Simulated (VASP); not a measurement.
# TiO2 (Rutile) (P4_2/mnm) in VASP: further runs

The runs below take TiO2 (Rutile) through single point, with r2SCAN.

All numbers are computed with VASP 6.6.1; they aren't measurements. Logs are shortened: lines on timing, memory, paths and dates and some standing lists are left out, and cuts for length are marked.

**What was measured.**

From “Shallow Valence Band of Rutile GeO2 and P-type Doping”, 2020, arxiv:2011.08928, for a bulk crystal of TiO2 at 1.6 K: band gap 3.03 eV (direct).

How close the calculation comes is told below.

**1. The cell of the first run**

It takes space group P4_2/mnm (No. 136, tetragonal). The conventional cell has a = 4.592 Å, b = 4.592 Å, c = 2.957 Å, α = 90.00°, β = 90.00°, γ = 90.00°. Within 2.6 Å of Ti (site symmetry mmm) lie 6 O at 1.95 to 1.98 Å. O (site symmetry m2m) has 3 Ti at 1.95 to 1.98 Å and 1 O at 2.53 Å within 2.6 Å.

**2. Single point, r2SCAN**

File POSCAR:

```
TiO2
1.0
    4.5922000000      0.0000000000      0.0000000000
    0.0000000000      4.5922000000      0.0000000000
    0.0000000000      0.0000000000      2.9574000000
Ti O
2 4
Direct
    0.0000000000      0.0000000000      0.0000000000
    0.5000000000      0.5000000000      0.5000000000
    0.3049600000      0.3049600000      0.0000000000
    0.1950400000      0.8049600000      0.5000000000
    0.6950400000      0.6950400000      0.0000000000
    0.8049600000      0.1950400000      0.5000000000
```

File INCAR.step1:

```
SYSTEM = TiO2
PREC     = Accurate       ! precision mode
ENCUT    = 520            ! plane-wave cutoff, eV
ISMEAR   = 0              ! smearing method
SIGMA    = 0.1            ! smearing width, eV
LREAL    = .FALSE.        ! projectors in reciprocal space
LASPH    = .TRUE.         ! aspherical terms in the spheres
NELM     = 80             ! most SCF steps
NBANDS   = 33             ! bands
GGA      = PE             ! functional
ALGO     = Normal         ! electronic algorithm
EDIFF    = 1E-4           ! SCF threshold, eV
LWAVE    = .TRUE.         ! write WAVECAR
LCHARG   = .FALSE.        ! write CHGCAR
```

File INCAR.step2:

```
SYSTEM = TiO2
PREC     = Accurate       ! precision mode
ENCUT    = 520            ! plane-wave cutoff, eV
EDIFF    = 1E-7           ! SCF threshold, eV
ISMEAR   = 0              ! smearing method
SIGMA    = 0.1            ! smearing width, eV
LREAL    = .FALSE.        ! projectors in reciprocal space
LASPH    = .TRUE.         ! aspherical terms in the spheres
NELM     = 80             ! most SCF steps
ALGO     = Normal         ! electronic algorithm
ISIF     = 2              ! what is computed and relaxed
LWAVE    = .FALSE.        ! write WAVECAR
LCHARG   = .TRUE.         ! write CHGCAR
METAGGA  = R2SCAN         ! meta-GGA
LMIXTAU  = .TRUE.       
LELF     = .TRUE.         ! ELF
LVHAR    = .TRUE.       
NBANDS   = 33             ! bands
ISTART   = 1
```

File KPOINTS:

```
regular mesh
0
G
  4 4 6
  0 0 0
```

Potentials or basis: VASP PAW PBE potentials, release 64 (Ti_sv, O).

Launch:

```bash
$ cat potpaw_PBE.64/Ti_sv/POTCAR potpaw_PBE.64/O/POTCAR > POTCAR
$ cp INCAR.step1 INCAR
$ mpirun -np 1 vasp_std > vasp.out
$ cp INCAR.step2 INCAR
$ mpirun -np 1 vasp_std > vasp.out
```

OUTCAR:

```text
SYSTEM = TiO2
   PREC = Accurate
   ENCUT = 520
   EDIFF = 1E-7
   ISMEAR = 0
   LREAL = .FALSE.
   LASPH = .TRUE.
   NELM = 80
   ISIF = 2
   METAGGA = R2SCAN
   ISTART = 1

 ion  position               nearest neighbor table
   1  0.000  0.000  0.000-   4 1.95   6 1.95   4 1.95   6 1.95   5 1.98   3 1.98
   2  0.500  0.500  0.500-   3 1.95   5 1.95   3 1.95   5 1.95   4 1.98   6 1.98
   3  0.305  0.305  0.000-   2 1.95   2 1.95   1 1.98
   4  0.195  0.805  0.500-   1 1.95   1 1.95   2 1.98
   5  0.695  0.695  0.000-   2 1.95   2 1.95   1 1.98
   6  0.805  0.195  0.500-   1 1.95   1 1.95   2 1.98

  LATTYP: Found a simple tetragonal cell.
 ALAT       =     4.5922000000
 C/A-ratio  =     0.6440050520

  Lattice vectors:

 A1 = (   4.5922000000,   0.0000000000,   0.0000000000)
 A2 = (   0.0000000000,   4.5922000000,   0.0000000000)
 A3 = (   0.0000000000,   0.0000000000,   2.9574000000)

Analysis of symmetry for initial positions (statically):
=====================================================================
 Subroutine PRICEL returns:
 Original cell was already a primitive cell.

 Routine SETGRP: Setting up the symmetry group for a
 simple tetragonal supercell.

 Subroutine GETGRP returns: Found 16 space group operations
 (whereof  8 operations were pure point group operations)
 out of a pool of 16 trial point group operations.

The static configuration has the point symmetry D_2h.
 The point group associated with its full space group is D_4h.

Analysis of symmetry for dynamics (positions and initial velocities):
=====================================================================
 Subroutine PRICEL returns:
 Original cell was already a primitive cell.

 Routine SETGRP: Setting up the symmetry group for a
 simple tetragonal supercell.

 Subroutine GETGRP returns: Found 16 space group operations
 (whereof  8 operations were pure point group operations)
 out of a pool of 16 trial point group operations.

The dynamic configuration has the point symmetry D_2h.
 The point group associated with its full space group is D_4h.

 Subroutine INISYM returns: Found 16 space group operations
 (whereof  8 operations are pure point group operations),
 and found     1 'primitive' translations

----------------------------------------------------------------------------------------

                                     Primitive cell

  volume of cell :      62.3665

  direct lattice vectors                    reciprocal lattice vectors
     4.592200000  0.000000000  0.000000000     0.217760550  0.000000000  0.000000000
     0.000000000  4.592200000  0.000000000     0.000000000  0.217760550  0.000000000
     0.000000000  0.000000000  2.957400000     0.000000000  0.000000000  0.338134848

  length of vectors
     4.592200000  4.592200000  2.957400000     0.217760550  0.217760550  0.338134848

  position of ions in fractional coordinates (direct lattice)
     0.000000000  0.000000000  0.000000000
     0.500000000  0.500000000  0.500000000
     0.304960000  0.304960000  0.000000000
     0.195040000  0.804960000  0.500000000
     0.695040000  0.695040000  0.000000000
     0.804960000  0.195040000  0.500000000

  ion indices of the primitive-cell ions
   primitive index   ion index
                 1           1
                 2           2
                 3           3
                 4           4
                 5           5
                 6           6

----------------------------------------------------------------------------------------

 KPOINTS: regular mesh

Automatic generation of k-mesh.
 Grid dimensions read from file:
 generate k-points for:    4    4    6

 Generating k-lattice:

  Cartesian coordinates                     Fractional coordinates (reciprocal lattice)
     0.054440138  0.000000000  0.000000000     0.250000000  0.000000000  0.000000000
     0.000000000  0.054440138  0.000000000     0.000000000  0.250000000  0.000000000
     0.000000000  0.000000000  0.056355808     0.000000000  0.000000000  0.166666667

  Length of vectors
     0.054440138  0.054440138  0.056355808

  Shift w.r.t. Gamma in fractional coordinates (k-lattice)
     0.000000000  0.000000000  0.000000000

 Subroutine IBZKPT returns following result:
 ===========================================

 Found     24 irreducible k-points:

 Following reciprocal coordinates:
            Coordinates               Weight
  0.000000  0.000000  0.000000      1.000000
  0.250000  0.000000  0.000000      4.000000
  0.500000  0.000000  0.000000      2.000000
  0.250000  0.250000  0.000000      4.000000
  0.500000  0.250000  0.000000      4.000000
  0.500000  0.500000  0.000000      1.000000
[... 16 lines left out ...]
  0.500000  0.250000  0.500000      4.000000
  0.500000  0.500000  0.500000      1.000000
   k-points           NKPTS =     24   k-points in BZ     NKDIM =     24   number of bands    NBANDS=     33
   number of dos      NEDOS =    301   number of ions     NIONS =      6
   total plane-waves  NPLWV =  31104
   dimension x,y,z NGX =    36 NGY =   36 NGZ =   24
   dimension x,y,z NGXF=    72 NGYF=   72 NGZF=   48
   ions per type =               2   4
   NGX,Y,Z   is equivalent  to a cutoff of  13.03, 13.03, 13.49 a.u.
   NGXF,Y,Z  is equivalent  to a cutoff of  26.07, 26.07, 26.98 a.u.
 SYSTEM =  TiO2
   PREC   = accura    normal or accurate (medium, high low for compatibility)
   ISTART =      1    job   : 0-new  1-cont  2-samecut
   ICHARG =      0    charge: 1-file 2-atom 10-const
   ISPIN  =      1    spin polarized calculation?
   LNONCOLLINEAR =      F non collinear calculations
   LSORBIT =      F    spin-orbit coupling
   LASPH  =      T    aspherical Exc in radial PAW
   ENCUT  =  520.0 eV  38.22 Ry    6.18 a.u.   8.54  8.54  5.50*2*pi/ulx,y,z
   NELM   =     80;   NELMIN=  2; NELMDL=  0     # of ELM steps
   EDIFF  = 0.1E-06   stopping-criterion for ELM
   LREAL  =      F    real-space projection
   EDIFFG = 0.1E-05   stopping-criterion for IOM
   NSW    =      0    number of steps for IOM
   IBRION =     -1    ionic relax: 0-MD 1-quasi-New 2-CG
   NFREE  =      0    steps in history (QN), initial steepest desc. (CG)
   ISIF   =      2    stress and relaxation
   ISYM   =      2    0-nonsym 1-usesym 2-fastsym
   POTIM  = 0.5000    time-step for ionic-motion
   TEBEG  =    0.0;   TEEND  =   0.0 temperature during run
   PSTRESS=    0.0 pullay stress
   NELECT =      48.0000    total number of electrons
   NUPDOWN=      -1.0000    fix difference up-down
   EMIN   =  10.00;   EMAX   =-10.00  energy-range for DOS
   EFERMI =   0.00;   METHOD = LEGACY
   ISMEAR =     0;   SIGMA  =   0.10  broadening in eV -4-tet -1-fermi 0-gaus
   EFERMI_NEDOS =   21; number of points for ismear=-14 and -15
   IALGO  =     38    algorithm
   IMIX   =      4    mixing-type and parameters
     AMIX     =   0.40;   BMIX     =  1.00
     AMIX_MAG =   1.60;   BMIX_MAG =  1.00
  volume/ion in A,a.u.               =      10.39        70.15
  Fermi-wavevector in a.u.,A,eV,Ry     =   1.500277  2.835112 30.624403  2.250830
  Thomas-Fermi vector in A             =   2.611798
   LORBIT       =      0    0 simple, 1 ext, 2 COOP (PROOUT), +10 PAW based schemes
   METAGGA = R2SCAN    functional components
   LHFCALC =     F    Hartree Fock is set to
   AEXX    =    0.0000 exact exchange contribution
   IVDW    =     0    specifies the selected vdW correction
   LEPSILON=     F    determine dielectric tensor
   LRPA    =     F    only Hartree local field effects (RPA)
 non-spin polarized calculation
 Gauss-broadening in eV      SIGMA  =   0.10
  energy-cutoff  :      520.00
  volume of cell :       62.37
 maximum number of plane-waves:      1720
 NGX is ok and might be reduce to    36
   NGX = 17   NGY = 17   NGZ = 11

 number of electron      48.0000021 magnetization

 Free energy of the ion-electron system (eV)
  ---------------------------------------------------
  ext. energy  EPLUGINS =         0.00000000
  ---------------------------------------------------
  free energy    TOTEN  =       -69.79278628 eV

  energy without entropy =      -69.79278628  energy(sigma->0) =      -69.79278628

 E-fermi :   5.1532     XC(G=0): -12.1609

 val. band max:        4.5525713084   @ k =   0.0000   0.0000   0.0000
 cond. band min:       6.7921358431   @ k =   0.0000   0.0000   0.0000
 fundamental gap:      2.2395645348
 Fermi energy:         5.1532154526

 k-point     1 :       0.0000    0.0000    0.0000
  band No.  band energies     occupation
      1     -54.5867      2.00000
      2     -54.5687      2.00000
      3     -29.8547      2.00000
      4     -29.8547      2.00000
      5     -29.6752      2.00000
      6     -29.6752      2.00000
[... 25 lines left out ...]
     32      11.5579      0.00000
     33      11.5579      0.00000

 k-point     2 :       0.2500    0.0000    0.0000
  band No.  band energies     occupation
      1     -54.5841      2.00000
      2     -54.5714      2.00000
      3     -29.8340      2.00000
      4     -29.8324      2.00000
      5     -29.6997      2.00000
      6     -29.6980      2.00000
[... 25 lines left out ...]
     32      11.3603      0.00000
     33      11.3957      0.00000

 k-point     3 :       0.5000    0.0000    0.0000
  band No.  band energies     occupation
      1     -54.5777      2.00000
      2     -54.5777      2.00000
      3     -29.7983      2.00000
      4     -29.7983      2.00000
      5     -29.7359      2.00000
      6     -29.7359      2.00000
[... 25 lines left out ...]
     32      11.0198      0.00000
     33      11.1804      0.00000

 k-point     4 :       0.2500    0.2500    0.0000
  band No.  band energies     occupation
      1     -54.5822      2.00000
      2     -54.5732      2.00000
      3     -29.8609      2.00000
      4     -29.7987      2.00000
      5     -29.7355      2.00000
      6     -29.6714      2.00000
[... 673 lines left out ...]
     32      10.7757      0.00000
     33      10.9100      0.00000

 k-point    23 :       0.5000    0.2500    0.5000
  band No.  band energies     occupation
      1     -54.5367      2.00000
      2     -54.5367      2.00000
      3     -30.0918      2.00000
      4     -30.0918      2.00000
      5     -29.6959      2.00000
      6     -29.6959      2.00000
[... 25 lines left out ...]
     32      10.0929      0.00000
     33      11.7035      0.00000

 k-point    24 :       0.5000    0.5000    0.5000
  band No.  band energies     occupation
      1     -54.5366      2.00000
      2     -54.5366      2.00000
      3     -30.0848      2.00000
      4     -30.0848      2.00000
      5     -29.7032      2.00000
      6     -29.7032      2.00000
[... 25 lines left out ...]
     32      10.8245      0.00000
     33      10.8979      0.00000

------------------------ aborting loop because EDIFF is reached ----------------------------------------

  FORCE on cell =-STRESS in cart. coord.  units (eV):
  Direction    XX          YY          ZZ          XY          YZ          ZX
  --------------------------------------------------------------------------------------
  -------------------------------------------------------------------------------------
  Total        0.5497492      0.5497492      0.6099367     -0.0000000      0.0000000      0.0000000
  in kB       14.1228897     14.1228897     15.6690867     -0.0000000      0.0000000      0.0000000
  external PRESSURE =      14.6382887 kB  Pullay stress =       0.0000000 kB

 VOLUME and BASIS-vectors are now :
 -----------------------------------------------------------------------------
  energy-cutoff  :      520.00
  volume of cell :       62.37
      direct lattice vectors                 reciprocal lattice vectors
     4.592200000  0.000000000  0.000000000     0.217760550  0.000000000  0.000000000
     0.000000000  4.592200000  0.000000000     0.000000000  0.217760550  0.000000000
     0.000000000  0.000000000  2.957400000     0.000000000  0.000000000  0.338134848

 POSITION                                       TOTAL-FORCE (eV/Angst)
 -----------------------------------------------------------------------------------
      0.00000      0.00000      0.00000         0.000000      0.000000      0.000000
      2.29610      2.29610      1.47870         0.000000      0.000000      0.000000
      1.40044      1.40044      0.00000        -0.059696     -0.059696     -0.000000
      0.89566      3.69654      1.47870         0.059696     -0.059696     -0.000000
      3.19176      3.19176      0.00000         0.059696      0.059696      0.000000
      3.69654      0.89566      1.47870        -0.059696      0.059696      0.000000
 -----------------------------------------------------------------------------------
    total drift:                                0.000000      0.000000     -0.000000

  FREE ENERGIE OF THE ION-ELECTRON SYSTEM (eV)
  ---------------------------------------------------
  free  energy   TOTEN  =       -69.7927862761 eV

  energy  without entropy=      -69.7927862761  energy(sigma->0) =      -69.79278628
```

Run time: 2.1 min. Hardware: 1 thread of Intel Xeon Platinum 8375C at 2.90GHz (Ice Lake), shared host; peak memory 0.2 GiB.

Results:

* Free energy: -69.7928 eV
* Pressure: 1.5 GPa
* Largest force: 0.084 eV/Å
* Band gap on the k mesh: 2.24 eV, direct

Forces in eV/Å, atoms in the order of the input:
```
Ti   0.000  0.000  0.000
Ti   0.000  0.000  0.000
O   -0.060 -0.060  0.000
O    0.060 -0.060  0.000
O    0.060  0.060  0.000
O   -0.060  0.060  0.000
```

Levels at points of the mesh, in eV from the valence-band top:
```csv
k point,band 21,band 22,band 23,band 24,band 25,band 26,band 27,band 28
"(0.00, 0.00, 0.00)",-0.77,-0.48,-0.48,0.00,2.24,2.58,2.79,2.88
"(0.50, 0.00, 0.00)",-1.71,-1.71,-0.77,-0.77,2.93,2.93,3.41,3.41
"(0.50, 0.50, 0.00)",-1.39,-1.39,-1.11,-1.11,2.28,2.28,2.90,2.90
"(0.00, 0.00, 0.50)",-2.40,-2.40,-1.48,-1.48,3.34,3.34,3.58,3.58
"(0.50, 0.00, 0.50)",-2.08,-2.08,-1.09,-1.09,2.30,2.30,3.60,3.60
"(0.50, 0.50, 0.50)",-1.31,-1.31,-0.72,-0.72,2.97,2.97,3.61,3.61
```

Caveat: the PAW data sets were made with another functional, which shifts forces and pressure a little.

**3. Single point, r2SCAN (volume scaled by 1.06, then relaxed in part)**

File POSCAR:

```
TiO2
1.0
    4.7110911777      0.0000000000      0.0000000000
    0.0000000000      4.7110911777      0.0000000000
    0.0000000000      0.0000000000      2.9808819704
Ti O
2 4
Direct
    0.0000000000      0.0000000000      0.0000000000
    0.5000000000      0.5000000000      0.5000000000
    0.3074040136      0.3074040136      0.0000000000
    0.1925959864      0.8074040136      0.5000000000
    0.6925959864      0.6925959864      0.0000000000
    0.8074040136      0.1925959864      0.5000000000
```

File INCAR.step1:

```
SYSTEM = TiO2
PREC = Accurate ; ENCUT = 520
ISMEAR = 0 ; SIGMA = 0.02
LREAL = .FALSE. ; LASPH = .TRUE.
NELM = 100 ; NBANDS = 33
GGA = PE ; ALGO = Normal
EDIFF = 1E-4 ; LWAVE = .TRUE.
LCHARG = .FALSE.
```

File INCAR.step2:

```
SYSTEM = TiO2
PREC = Accurate ; ENCUT = 520
EDIFF = 1E-6 ; ISMEAR = 0
SIGMA = 0.02 ; LREAL = .FALSE.
LASPH = .TRUE. ; NELM = 100
ALGO = Normal ; ISIF = 2
LWAVE = .FALSE. ; LCHARG = .FALSE.
METAGGA = R2SCAN ; LMIXTAU = .TRUE.
NBANDS = 33 ; ISTART = 1
```

File KPOINTS:

```
Automatic mesh
0
G
  6 6 10
  0 0 0
```

Potentials or basis: VASP PAW PBE potentials, release 64 (Ti_sv, O).

Launch:

```bash
$ cat potpaw_PBE.64/Ti_sv/POTCAR potpaw_PBE.64/O/POTCAR > POTCAR
$ cp INCAR.step1 INCAR
$ mpirun -np 1 vasp_std > vasp.out
$ cp INCAR.step2 INCAR
$ mpirun -np 1 vasp_std > vasp.out
```

Run time: 8.3 min. Hardware: 1 thread of Intel Xeon 8259CL, shared host; peak memory 0.25 GiB.

It converged, with:

| Item | Value |
| --- | --- |
| Free energy | -69.6794 eV |
| Pressure | -10.3 GPa |
| Largest force | 0.056 eV/Å |
| Band gap on the k mesh | 2.21 eV, direct |

Forces in eV/Å, atoms in the order of the input:
```
Ti   0.000  0.000  0.000
Ti   0.000  0.000  0.000
O   -0.040 -0.040  0.000
O    0.040 -0.040  0.000
O    0.040  0.040  0.000
O   -0.040  0.040  0.000
```

Stress tensor (GPa, compression positive):
```
-10.54   0.00   0.00
  0.00 -10.54   0.00
  0.00   0.00  -9.81
```

Levels at points of the mesh, in eV from the valence-band top:
```csv
k point,band 22,band 23,band 24,band 25,band 26,band 27
"(0.00, 0.00, 0.00)",-0.40,-0.40,0.00,2.21,2.55,2.80
"(0.50, 0.00, 0.00)",-1.47,-0.69,-0.69,2.86,2.86,3.24
"(0.50, 0.50, 0.00)",-1.22,-0.99,-0.99,2.25,2.25,2.84
"(0.00, 0.00, 0.50)",-2.03,-1.41,-1.41,3.13,3.13,3.50
"(0.50, 0.00, 0.50)",-1.94,-0.94,-0.94,2.25,2.25,3.52
"(0.50, 0.50, 0.50)",-1.10,-0.70,-0.70,2.83,2.83,3.50
```

Caveat: the PAW data sets were made with another functional, which shifts forces and pressure a little. A k mesh can miss the band edges.

**4. Comparison with measurements**

Step 2. Against the measured gap of TiO2, 3.03 eV (direct; 1.6 K; quoted in “Shallow Valence Band of Rutile GeO2 and P-type Doping”, 2020, arxiv:2011.08928), the calculated 2.24 eV is off by -0.79 eV. 2 values of this kind are on record in papers (3.03 to 3.05 eV); this one was drawn at random among those near their median. The value is that of r2SCAN on a finite k mesh, which can miss the band edges, without temperature or zero-point motion.
